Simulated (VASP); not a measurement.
# NaH (P6_3/mmc) in VASP: further runs

NaH is run at these levels: PBE, LDA, PBEsol; tasks: single point.

All numbers are computed with VASP 6.6.1; they aren't measurements. Logs are shortened: lines on timing, memory, paths and dates and some standing lists are left out, and cuts for length are marked.

### Step 1. The cell of the first run

Symmetry: P6_3/mmc, No. 194, hexagonal system. Conventional cell: a = 3.953 Å, b = 3.953 Å, c = 4.828 Å, α = 90.00°, β = 90.00°, γ = 120.00°. Within 3.0 Å of Na (site symmetry -6m2) lie 5 H at 2.28 to 2.41 Å. Within 3.0 Å of H (site symmetry -6m2) lie 5 Na at 2.28 to 2.41 Å.

### Step 2. Single point, PBE

The input, INCAR:

```
SYSTEM = NaH
PREC = Accurate
ENCUT = 520
EDIFF = 1E-6
ISMEAR = 0
SIGMA = 0.01
LREAL = .False.
LASPH = .True.
NELM = 80
ALGO = Normal
ISIF = 2
LWAVE = .False.
LCHARG = .False.
GGA = PE
NBANDS = 16
```

The input, KPOINTS:

```
regular mesh
0
Gamma
  6 6 4
  0 0 0
```

The input, POSCAR:

```
NaH
1.0
    3.9532815515      0.0000000000      0.0000000000
   -1.9766407757      3.4236422520      0.0000000000
    0.0000000000      0.0000000000      4.8282923105
Na H
2 2
Direct
    0.3333333333      0.6666666667     -0.0624996804
    0.6666666667      0.3333333333      0.4375003196
    0.3333333333      0.6666666667      0.4374996804
    0.6666666667      0.3333333333      0.9374996804
```

Potentials or basis: VASP PAW PBE potentials, release 64 (Na_pv, H).

Launch:

```sh
$ cat potpaw_PBE.64/Na_pv/POTCAR potpaw_PBE.64/H/POTCAR > POTCAR
$ mpirun -np 1 vasp_std > vasp.out
```

OUTCAR:

```text
SYSTEM = NaH
   PREC = Accurate
   ENCUT = 520
   EDIFF = 1E-6
   ISMEAR = 0
   LREAL = .False.
   LASPH = .True.
   NELM = 80
   ISIF = 2
   GGA = PE

 ion  position               nearest neighbor table
   1  0.333  0.667  0.938-
   2  0.667  0.333  0.438-
   3  0.333  0.667  0.437-
   4  0.667  0.333  0.937-

  LATTYP: Found a hexagonal cell.
 ALAT       =     3.9532815515
 C/A-ratio  =     1.2213378298

  Lattice vectors:

 A1 = (   3.9532815515,   0.0000000000,   0.0000000000)
 A2 = (  -1.9766407757,   3.4236422520,   0.0000000000)
 A3 = (   0.0000000000,   0.0000000000,   4.8282923105)

Analysis of symmetry for initial positions (statically):
=====================================================================
 Subroutine PRICEL returns:
 Original cell was already a primitive cell.

 Routine SETGRP: Setting up the symmetry group for a
 hexagonal supercell.

 Subroutine GETGRP returns: Found 24 space group operations
 (whereof  6 operations were pure point group operations)
 out of a pool of 24 trial point group operations.

The static configuration has the point symmetry C_3v.
 The point group associated with its full space group is D_6h.

Analysis of symmetry for dynamics (positions and initial velocities):
=====================================================================
 Subroutine PRICEL returns:
 Original cell was already a primitive cell.

 Routine SETGRP: Setting up the symmetry group for a
 hexagonal supercell.

 Subroutine GETGRP returns: Found 24 space group operations
 (whereof  6 operations were pure point group operations)
 out of a pool of 24 trial point group operations.

The dynamic configuration has the point symmetry C_3v.
 The point group associated with its full space group is D_6h.

 Subroutine INISYM returns: Found 24 space group operations
 (whereof  6 operations are pure point group operations),
 and found     1 'primitive' translations

----------------------------------------------------------------------------------------

                                     Primitive cell

  volume of cell :      65.3491

  direct lattice vectors                    reciprocal lattice vectors
     3.953281551  0.000000000  0.000000000     0.252954409  0.146043296  0.000000000
    -1.976640776  3.423642252  0.000000000     0.000000000  0.292086593  0.000000000
     0.000000000  0.000000000  4.828292311     0.000000000  0.000000000  0.207112564

  length of vectors
     3.953281551  3.953281552  4.828292311     0.292086593  0.292086593  0.207112564

[... 84 lines left out ...]
   IBRION =     -1    ionic relax: 0-MD 1-quasi-New 2-CG
   NFREE  =      0    steps in history (QN), initial steepest desc. (CG)
   ISIF   =      2    stress and relaxation
   ISYM   =      2    0-nonsym 1-usesym 2-fastsym
   POTIM  = 0.5000    time-step for ionic-motion
   TEBEG  =    0.0;   TEEND  =   0.0 temperature during run
   PSTRESS=    0.0 pullay stress
   NELECT =      16.0000    total number of electrons
   NUPDOWN=      -1.0000    fix difference up-down
   EMIN   =  10.00;   EMAX   =-10.00  energy-range for DOS
   EFERMI =   0.00;   METHOD = LEGACY
   ISMEAR =     0;   SIGMA  =   0.01  broadening in eV -4-tet -1-fermi 0-gaus
   EFERMI_NEDOS =   21; number of points for ismear=-14 and -15
   IALGO  =     38    algorithm
   IMIX   =      4    mixing-type and parameters
     AMIX     =   0.40;   BMIX     =  1.00
     AMIX_MAG =   1.60;   BMIX_MAG =  1.00
  volume/ion in A,a.u.               =      16.34       110.25
  Fermi-wavevector in a.u.,A,eV,Ry     =   1.024161  1.935384 14.271231  1.048906
  Thomas-Fermi vector in A             =   2.157933
   LORBIT       =      0    0 simple, 1 ext, 2 COOP (PROOUT), +10 PAW based schemes
   GGA     = PE    functional components
   LHFCALC =     F    Hartree Fock is set to
   AEXX    =    0.0000 exact exchange contribution
   IVDW    =     0    specifies the selected vdW correction
   LEPSILON=     F    determine dielectric tensor
   LRPA    =     F    only Hartree local field effects (RPA)
 non-spin polarized calculation
 Gauss-broadening in eV      SIGMA  =   0.01
  energy-cutoff  :      520.00
  volume of cell :       65.35
 maximum number of plane-waves:      1794
 NGX is ok and might be reduce to    30
   NGX = 15   NGY = 15   NGZ = 17

 number of electron      16.0000024 magnetization

 Free energy of the ion-electron system (eV)
  ---------------------------------------------------
  ext. energy  EPLUGINS =         0.00000000
  ---------------------------------------------------
  free energy    TOTEN  =       -10.07301723 eV

  energy without entropy =      -10.07301723  energy(sigma->0) =      -10.07301723

 E-fermi :  -1.3339     XC(G=0):  -7.1039

 val. band max:       -1.4231690463   @ k =   0.1667   0.0000   0.0000
 cond. band min:       1.9054045439   @ k =   0.3333   0.3333   0.0000
 fundamental gap:      3.3285735902
 Fermi energy:        -1.3338824796

 k-point     1 :       0.0000    0.0000    0.0000
  band No.  band energies     occupation
      1     -23.7227      2.00000
      2     -23.6842      2.00000
      3     -23.6841      2.00000
      4     -23.6559      2.00000
      5     -23.6559      2.00000
      6     -23.6361      2.00000
[... 376 lines left out ...]
      3     -23.6812      2.00000
      4     -23.6812      2.00000
      5     -23.6440      2.00000
      6     -23.6440      2.00000
[... 8 lines left out ...]
     15      13.1664      0.00000
     16      13.1664      0.00000

------------------------ aborting loop because EDIFF is reached ----------------------------------------

  FORCE on cell =-STRESS in cart. coord.  units (eV):
  Direction    XX          YY          ZZ          XY          YZ          ZX
  --------------------------------------------------------------------------------------
  -------------------------------------------------------------------------------------
  Total        0.1259275      0.1259275      0.1707533      0.0000000      0.0000000      0.0000000
  in kB        3.0873891      3.0873891      4.1863919      0.0000000      0.0000000      0.0000000
  external PRESSURE =       3.4537234 kB  Pullay stress =       0.0000000 kB

 VOLUME and BASIS-vectors are now :
 -----------------------------------------------------------------------------
  energy-cutoff  :      520.00
  volume of cell :       65.35
      direct lattice vectors                 reciprocal lattice vectors
     3.953281551  0.000000000  0.000000000     0.252954409  0.146043296  0.000000000
    -1.976640776  3.423642252  0.000000000     0.000000000  0.292086593  0.000000000
     0.000000000  0.000000000  4.828292311     0.000000000  0.000000000  0.207112564

 POSITION                                       TOTAL-FORCE (eV/Angst)
 -----------------------------------------------------------------------------------
     -0.00000      2.28243      4.52653        -0.000000      0.000000      0.000000
      1.97664      1.14121      2.11238         0.000000     -0.000000      0.000000
     -0.00000      2.28243      2.11238        -0.000000      0.000000     -0.000000
      1.97664      1.14121      4.52652        -0.000000     -0.000000     -0.000000
 -----------------------------------------------------------------------------------
    total drift:                               -0.000000      0.000000      0.000245

  FREE ENERGIE OF THE ION-ELECTRON SYSTEM (eV)
  ---------------------------------------------------
  free  energy   TOTEN  =       -10.0730172279 eV

  energy  without entropy=      -10.0730172279  energy(sigma->0) =      -10.07301723
```

OSZICAR:

```text
N       E                     dE             d eps       ncg     rms          rms(c)
DAV:   1     0.115181208141E+03    0.11518E+03   -0.85237E+03   672   0.105E+03
DAV:   2    -0.500880657361E+01   -0.12019E+03   -0.11627E+03   704   0.294E+02
DAV:   3    -0.110511556022E+02   -0.60423E+01   -0.60285E+01   888   0.705E+01
DAV:   4    -0.111280151082E+02   -0.76860E-01   -0.76857E-01   720   0.904E+00
DAV:   5    -0.111293379922E+02   -0.13229E-02   -0.13229E-02   928   0.114E+00    0.488E+00
DAV:   6    -0.102712250187E+02    0.85811E+00   -0.34006E-01   872   0.368E+00    0.223E+00
DAV:   7    -0.100503213177E+02    0.22090E+00   -0.44469E-01   824   0.293E+00    0.562E-01
DAV:   8    -0.100722038482E+02   -0.21883E-01   -0.34585E-02   688   0.152E+00    0.150E-01
DAV:   9    -0.100730001070E+02   -0.79626E-03   -0.54803E-03   744   0.629E-01    0.490E-02
DAV:  10    -0.100729414886E+02    0.58618E-04   -0.30852E-04   760   0.118E-01    0.152E-02
DAV:  11    -0.100730236646E+02   -0.82176E-04   -0.86666E-05   680   0.513E-02    0.170E-02
DAV:  12    -0.100730170011E+02    0.66635E-05   -0.92617E-06   840   0.174E-02    0.283E-03
DAV:  13    -0.100730172279E+02   -0.22678E-06   -0.14325E-06   752   0.640E-03
   1 F= -.10073017E+02 E0= -.10073017E+02  d E =-.560870E-38
```

Wall time 16 s (1 thread of Intel Xeon Platinum 8488C (Sapphire Rapids), shared host); peak memory 0.17 GiB.

Results:

```yaml
Free_energy: -10.0730 eV
Pressure: 0.3 GPa
Band_gap_on_the_k_mesh: 3.33 eV, indirect (least direct gap 4.24 eV)
```

[end of part 1 of 3]
